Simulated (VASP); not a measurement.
Write the native input for VASP 6.6.1 that does the following.

```yaml
Task: single point
Functional: PBEsol
Potentials_or_basis: VASP PAW PBE potentials, release 64 (Sr_sv)
Cutoff: 520 eV
k_mesh: 15 × 15 × 8
Occupations: gaussian, width 0.15 eV
Spin: no spin polarisation
Dipole_correction: no
Further_INCAR_settings: ALGO = Fast; EDIFF = 1e-06; NBANDS = 17
```

The structure of Sr lies in POSCAR:

```
Sr
1.0
    4.3100002207      0.0000000000      0.0000000000
   -2.1550001104      3.7325696814      0.0000000000
    0.0000000000      0.0000000000      6.9442500000
Sr
2
Direct
    0.3333333333      0.6666666667      0.2500000000
    0.6666666667      0.3333333333      0.7500000000
```

This isn't the form of Sr at room conditions, which is fcc.

This cell differs from its parent crystal: strain +0.000 along x and y, -0.015 along z.

One way to write it, as run:

INCAR

```
SYSTEM = Sr
ALGO = Fast
EDIFF = 1E-6
ENCUT = 520
GGA = PS
ISIF = 2
ISMEAR = 0
LASPH = .TRUE.
LCHARG = .FALSE.
LREAL = .FALSE.
LWAVE = .FALSE.
NBANDS = 17
NELM = 60
PREC = Accurate
SIGMA = 0.15
```

KPOINTS

```
k-points
0
G
  15 15 8
  0 0 0
```

Potentials or basis: VASP PAW PBE potentials, release 64 (Sr_sv).

Run with:

```sh
$ cat potpaw_PBE.64/Sr_sv/POTCAR > POTCAR
$ mpirun -np 1 vasp_std > vasp.out
```

It gave:

The pressure is -0.7 GPa and the band gap on the k mesh is zero (bands 10 and 11 overlap by 0.27 eV).

Caveat: the cell differs from its parent crystal (strain +0.000 along x and y, -0.015 along z); the PAW data sets were made with another functional, which shifts forces and pressure a little.

It took 6.2 min on 1 thread of Oxide Virtual Turin-like Processor, on a shared host, peak memory 0.34 GiB.
